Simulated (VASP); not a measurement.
# WSe2 (P2_1/m) in VASP: single point with PBEsol

Aim: the single point of WSe2 with PBEsol.

Everything below comes from runs of VASP 6.6.1. Logs are shortened: lines on timing, memory, paths and dates and some standing lists are left out, and cuts for length are marked.

### 1 The cell of the first run

Symmetry: P2_1/m, No. 11, monoclinic system. The conventional cell has a = 3.271 Å, b = 13.221 Å, c = 3.271 Å, α = 90.00°, β = 120.00°, γ = 90.00°. Within 3.3 Å of W (site symmetry m) lie 6 Se at 2.52 Å and 6 W at 3.27 Å. Se (site symmetry 1) has 3 W at 2.52 Å and 8 Se at 3.27 to 3.52 Å within 3.6 Å.

### 2 Single point, PBEsol (atoms displaced along a vibrational mode)

INCAR

```
SYSTEM = WSe2
PREC = Accurate
ENCUT = 520
EDIFF = 1E-6
ISMEAR = 0
SIGMA = 0.05
LREAL = .FALSE.
LASPH = .TRUE.
NELM = 80
ALGO = Normal
ISIF = 2
LWAVE = .FALSE.
LCHARG = .TRUE.
GGA = PS
LELF = .TRUE.
LVHAR = .TRUE.
NBANDS = 35
```

KPOINTS

```
Automatic mesh
0
G
  12 12 2
  0 0 0
```

POSCAR

```
WSe2
1.0
    3.2711504299      0.0000000000      0.0000000000
   -1.6355752149      2.8328993719      0.0000000000
    0.0000000000      0.0000000000     13.2206659015
W Se
2 4
Direct
    0.4356234996      0.7415482655      0.2500000000
    0.5643765004      0.2584517345      0.7500000000
    0.2312522838      0.5919381519      0.6233861490
    0.7687477162      0.4080618481      0.1233861490
    0.2312522838      0.5919381519      0.8766138510
    0.7687477162      0.4080618481      0.3766138510
```

Potentials or basis: VASP PAW PBE potentials, release 64 (W_sv, Se).

Run with:

```
$ cat potpaw_PBE.64/W_sv/POTCAR potpaw_PBE.64/Se/POTCAR > POTCAR
$ mpirun -np 1 vasp_std > vasp.out
```

OUTCAR:

```text
SYSTEM = WSe2
   PREC = Accurate
   ENCUT = 520
   EDIFF = 1E-6
   ISMEAR = 0
   LREAL = .FALSE.
   LASPH = .TRUE.
   NELM = 80
   ISIF = 2
   GGA = PS

 ion  position               nearest neighbor table
   1  0.436  0.742  0.250-   4 2.52   6 2.52   4 2.52   6 2.52   4 2.52   6 2.52
   2  0.564  0.258  0.750-   3 2.52   5 2.52   3 2.52   5 2.52   3 2.52   5 2.52
   3  0.231  0.592  0.623-   2 2.52   2 2.52   2 2.52
   4  0.769  0.408  0.123-   1 2.52   1 2.52   1 2.52
   5  0.231  0.592  0.877-   2 2.52   2 2.52   2 2.52
   6  0.769  0.408  0.377-   1 2.52   1 2.52   1 2.52

  LATTYP: Found a hexagonal cell.
 ALAT       =     3.2711504299
 C/A-ratio  =     4.0415952078

  Lattice vectors:

 A1 = (   3.2711504299,   0.0000000000,   0.0000000000)
 A2 = (  -1.6355752149,   2.8328993719,   0.0000000000)
 A3 = (   0.0000000000,   0.0000000000,  13.2206659015)

Analysis of symmetry for initial positions (statically):
=====================================================================
 Subroutine PRICEL returns:
 Original cell was already a primitive cell.

 Routine SETGRP: Setting up the symmetry group for a
 hexagonal supercell.

 Subroutine GETGRP returns: Found  4 space group operations
 (whereof  2 operations were pure point group operations)
 out of a pool of 24 trial point group operations.

The static configuration has the point symmetry S_2 .
 The point group associated with its full space group is C_2h.

Analysis of symmetry for dynamics (positions and initial velocities):
=====================================================================
 Subroutine PRICEL returns:
 Original cell was already a primitive cell.

 Routine SETGRP: Setting up the symmetry group for a
 hexagonal supercell.

 Subroutine GETGRP returns: Found  4 space group operations
 (whereof  2 operations were pure point group operations)
 out of a pool of 24 trial point group operations.

The dynamic configuration has the point symmetry S_2 .
 The point group associated with its full space group is C_2h.

 Subroutine INISYM returns: Found  4 space group operations
 (whereof  2 operations are pure point group operations),
 and found     1 'primitive' translations

----------------------------------------------------------------------------------------

                                     Primitive cell

  volume of cell :     122.5138

  direct lattice vectors                    reciprocal lattice vectors
     3.271150430  0.000000000  0.000000000     0.305702847  0.176497621  0.000000000
    -1.635575215  2.832899372  0.000000000     0.000000000  0.352995242  0.000000000
     0.000000000  0.000000000 13.220665902     0.000000000  0.000000000  0.075639155

  length of vectors
     3.271150430  3.271150430 13.220665902     0.352995242  0.352995242  0.075639155

  position of ions in fractional coordinates (direct lattice)
     0.435623500  0.741548266  0.250000000
     0.564376500  0.258451734  0.750000000
     0.231252284  0.591938152  0.623386149
     0.768747716  0.408061848  0.123386149
     0.231252284  0.591938152  0.876613851
     0.768747716  0.408061848  0.376613851

  ion indices of the primitive-cell ions
   primitive index   ion index
                 1           1
                 2           2
                 3           3
                 4           4
                 5           5
                 6           6

----------------------------------------------------------------------------------------

 KPOINTS: Automatic mesh

Automatic generation of k-mesh.
 Grid dimensions read from file:
 generate k-points for:   12   12    2

 Generating k-lattice:

  Cartesian coordinates                     Fractional coordinates (reciprocal lattice)
     0.025475237  0.014708135  0.000000000     0.083333333  0.000000000  0.000000000
     0.000000000  0.029416270  0.000000000     0.000000000  0.083333333  0.000000000
     0.000000000  0.000000000  0.037819578     0.000000000  0.000000000  0.500000000

  Length of vectors
     0.029416270  0.029416270  0.037819578

  Shift w.r.t. Gamma in fractional coordinates (k-lattice)
     0.000000000  0.000000000  0.000000000

 Subroutine IBZKPT returns following result:
 ===========================================

 Found    148 irreducible k-points:

 Following reciprocal coordinates:
            Coordinates               Weight
  0.000000  0.000000  0.000000      1.000000
  0.083333  0.000000  0.000000      2.000000
  0.000000  0.083333  0.000000      2.000000
 -0.083333  0.083333  0.000000      2.000000
  0.166667 -0.000000  0.000000      2.000000
  0.000000  0.166667  0.000000      2.000000
[... 16 lines left out ...]
  0.166667  0.083333  0.000000      2.000000
 -0.083333  0.250000  0.000000      2.000000
 [... further k-points ...]
   k-points           NKPTS =    148   k-points in BZ     NKDIM =    148   number of bands    NBANDS=     35
   number of dos      NEDOS =    301   number of ions     NIONS =      6
   total plane-waves  NPLWV =  56448
   dimension x,y,z NGX =    24 NGY =   24 NGZ =   98
   dimension x,y,z NGXF=    48 NGYF=   48 NGZF=  196
   ions per type =               2   4
   NGX,Y,Z   is equivalent  to a cutoff of  12.20, 12.20, 12.32 a.u.
   NGXF,Y,Z  is equivalent  to a cutoff of  24.39, 24.39, 24.65 a.u.
 SYSTEM =  WSe2
   PREC   = accura    normal or accurate (medium, high low for compatibility)
   ISTART =      0    job   : 0-new  1-cont  2-samecut
   ICHARG =      2    charge: 1-file 2-atom 10-const
   ISPIN  =      1    spin polarized calculation?
   LNONCOLLINEAR =      F non collinear calculations
   LSORBIT =      F    spin-orbit coupling
   LASPH  =      T    aspherical Exc in radial PAW
   ENCUT  =  520.0 eV  38.22 Ry    6.18 a.u.   6.08  6.08 24.58*2*pi/ulx,y,z
   NELM   =     80;   NELMIN=  2; NELMDL= -5     # of ELM steps
   EDIFF  = 0.1E-05   stopping-criterion for ELM
   LREAL  =      F    real-space projection
   EDIFFG = 0.1E-04   stopping-criterion for IOM
   NSW    =      0    number of steps for IOM
   IBRION =     -1    ionic relax: 0-MD 1-quasi-New 2-CG
   NFREE  =      0    steps in history (QN), initial steepest desc. (CG)
   ISIF   =      2    stress and relaxation
   ISYM   =      2    0-nonsym 1-usesym 2-fastsym
   POTIM  = 0.5000    time-step for ionic-motion
   TEBEG  =    0.0;   TEEND  =   0.0 temperature during run
   PSTRESS=    0.0 pullay stress
   NELECT =      52.0000    total number of electrons
   NUPDOWN=      -1.0000    fix difference up-down
   EMIN   =  10.00;   EMAX   =-10.00  energy-range for DOS
   EFERMI =   0.00;   METHOD = LEGACY
   ISMEAR =     0;   SIGMA  =   0.05  broadening in eV -4-tet -1-fermi 0-gaus
   EFERMI_NEDOS =   21; number of points for ismear=-14 and -15
   IALGO  =     38    algorithm
   IMIX   =      4    mixing-type and parameters
     AMIX     =   0.40;   BMIX     =  1.00
     AMIX_MAG =   1.60;   BMIX_MAG =  1.00
  volume/ion in A,a.u.               =      20.42       137.79
  Fermi-wavevector in a.u.,A,eV,Ry     =   1.230309  2.324947 20.594605  1.513661
  Thomas-Fermi vector in A             =   2.365163
   LORBIT       =      0    0 simple, 1 ext, 2 COOP (PROOUT), +10 PAW based schemes
   GGA     = PS    functional components
   LHFCALC =     F    Hartree Fock is set to
   AEXX    =    0.0000 exact exchange contribution
   IVDW    =     0    specifies the selected vdW correction
   LEPSILON=     F    determine dielectric tensor
   LRPA    =     F    only Hartree local field effects (RPA)
 non-spin polarized calculation
 Gauss-broadening in eV      SIGMA  =   0.05
  energy-cutoff  :      520.00
  volume of cell :      122.51
 maximum number of plane-waves:      3354
   NGX = 13   NGY = 13   NGZ = 49

 number of electron      52.0000001 magnetization

 Free energy of the ion-electron system (eV)
  ---------------------------------------------------
  ext. energy  EPLUGINS =         0.00000000
  ---------------------------------------------------
  free energy    TOTEN  =       -46.50487830 eV

  energy without entropy =      -46.50487830  energy(sigma->0) =      -46.50487830

 E-fermi :   6.2094     XC(G=0): -10.8283

 val. band max:        5.9814578669   @ k =   0.0000   0.0000   0.0000
 cond. band min:       6.9873401323   @ k =  -0.1667   0.3333   0.0000
 fundamental gap:      1.0058822654
 Fermi energy:         6.2093873808

 k-point     1 :       0.0000    0.0000    0.0000
  band No.  band energies     occupation
      1     -68.2112      2.00000
      2     -68.2111      2.00000
      3     -32.4781      2.00000
      4     -32.4781      2.00000
      5     -32.3264      2.00000
      6     -32.3264      2.00000
[... 27 lines left out ...]
     34       9.0561      0.00000
     35      10.5225      0.00000

 k-point     2 :       0.0833    0.0000    0.0000
  band No.  band energies     occupation
      1     -68.2104      2.00000
      2     -68.2104      2.00000
      3     -32.4749      2.00000
      4     -32.4749      2.00000
      5     -32.3434      2.00000
      6     -32.3434      2.00000
[... 27 lines left out ...]
     34       9.0169      0.00000
     35      11.1641      0.00000

 k-point     3 :       0.0000    0.0833    0.0000
  band No.  band energies     occupation
      1     -68.2104      2.00000
      2     -68.2104      2.00000
      3     -32.4749      2.00000
      4     -32.4749      2.00000
      5     -32.3431      2.00000
      6     -32.3431      2.00000
[... 27 lines left out ...]
     34       9.0135      0.00000
     35      11.1506      0.00000
[... 723 lines left out ...]
 k-point    23 :       0.1667    0.0833    0.0000
  band No.  band energies     occupation
      1     -68.2065      2.00000
      2     -68.2065      2.00000
      3     -32.4582      2.00000
      4     -32.4582      2.00000
      5     -32.4264      2.00000
      6     -32.4264      2.00000
[... 27 lines left out ...]
     34       9.8825      0.00000
     35      12.5789      0.00000

 k-point    24 :      -0.0833    0.2500    0.0000
  band No.  band energies     occupation
      1     -68.2065      2.00000
      2     -68.2065      2.00000
      3     -32.4582      2.00000
      4     -32.4582      2.00000
      5     -32.4259      2.00000
      6     -32.4259      2.00000
[... 27 lines left out ...]
     34       9.9310      0.00000
     35      12.4734      0.00000

 [... further k-points ...]

------------------------ aborting loop because EDIFF is reached ----------------------------------------

  FORCE on cell =-STRESS in cart. coord.  units (eV):
  Direction    XX          YY          ZZ          XY          YZ          ZX
  --------------------------------------------------------------------------------------
  -------------------------------------------------------------------------------------
  Total        0.3861283      0.3160932      0.9188299     -0.0118694      0.0000000      0.0000000
  in kB        5.0496025      4.1337175     12.0160213     -0.1552223      0.0000000      0.0000000
  external PRESSURE =       7.0664471 kB  Pullay stress =       0.0000000 kB

 VOLUME and BASIS-vectors are now :
 -----------------------------------------------------------------------------
  energy-cutoff  :      520.00
  volume of cell :      122.51
      direct lattice vectors                 reciprocal lattice vectors
     3.271150430  0.000000000  0.000000000     0.305702847  0.176497621  0.000000000
    -1.635575215  2.832899372  0.000000000     0.000000000  0.352995242  0.000000000
     0.000000000  0.000000000 13.220665902     0.000000000  0.000000000  0.075639155

 POSITION                                       TOTAL-FORCE (eV/Angst)
 -----------------------------------------------------------------------------------
      0.21213      2.10073      3.30517        -0.059403     -0.045027      0.000000
      1.42344      0.73217      9.91550         0.059403      0.045027      0.000000
     -0.21170      1.67690      8.24158         0.035914      0.018003     -0.010632
      1.84727      1.15600      1.63125        -0.035914     -0.018003     -0.010632
     -0.21170      1.67690     11.58942         0.035914      0.018003      0.010632
      1.84727      1.15600      4.97909        -0.035914     -0.018003      0.010632
 -----------------------------------------------------------------------------------
    total drift:                                0.000000      0.000000      0.000000

  FREE ENERGIE OF THE ION-ELECTRON SYSTEM (eV)
  ---------------------------------------------------
  free  energy   TOTEN  =       -46.5048783045 eV

  energy  without entropy=      -46.5048783045  energy(sigma->0) =      -46.50487830
```

Run time: 8.2 min. Hardware: 1 thread of Intel Xeon Platinum 8259CL at 2.50GHz (Skylake/Cascade Lake), shared host; peak memory 0.6 GiB.

What came out:

* Free energy: -46.5049 eV
* Pressure: 0.7 GPa
* Largest force: 0.075 eV/Å
* Band gap on the k mesh: 1.01 eV (least direct gap 1.61 eV)

Forces on the atoms (eV/Å):
```
W   -0.059 -0.045  0.000
W    0.059  0.045  0.000
Se   0.036  0.018 -0.011
Se  -0.036 -0.018 -0.011
Se   0.036  0.018  0.011
Se  -0.036 -0.018  0.011
```

Levels at points of the mesh, in eV from the valence-band top:
```
           k point  band 24  band 25  band 26  band 27  band 28  band 29
(0.00, 0.00, 0.00)    -1.18    -1.13     0.00     2.73     2.75     2.84
(0.50, 0.00, 0.00)    -1.21    -1.08    -1.02     2.26     2.29     2.56
(0.00, 0.50, 0.00)    -1.22    -1.17    -1.02     2.26     2.28     2.30
(0.50, 0.50, 0.00)    -1.30    -1.13    -1.05     2.27     2.28     2.36
(0.00, 0.00, 0.50)    -1.43    -0.25    -0.25     2.77     2.77     2.79
(0.50, 0.00, 0.50)    -1.21    -1.11    -1.11     2.27     2.27     2.55
(0.00, 0.50, 0.50)    -1.28    -1.11    -1.11     2.27     2.27     2.57
(0.50, 0.50, 0.50)    -1.30    -1.11    -1.11     2.27     2.27     2.60
```

Caveat: the cell differs from its parent crystal (atoms displaced along a vibrational mode); the PAW data sets were made with another functional, which shifts forces and pressure a little; spin-orbit coupling is left out, which moves the levels of the heavy elements; this functional lacks dispersion, which binds the layers, so the pressure and a relaxed spacing across them are unreliable. A k mesh can miss the band edges.
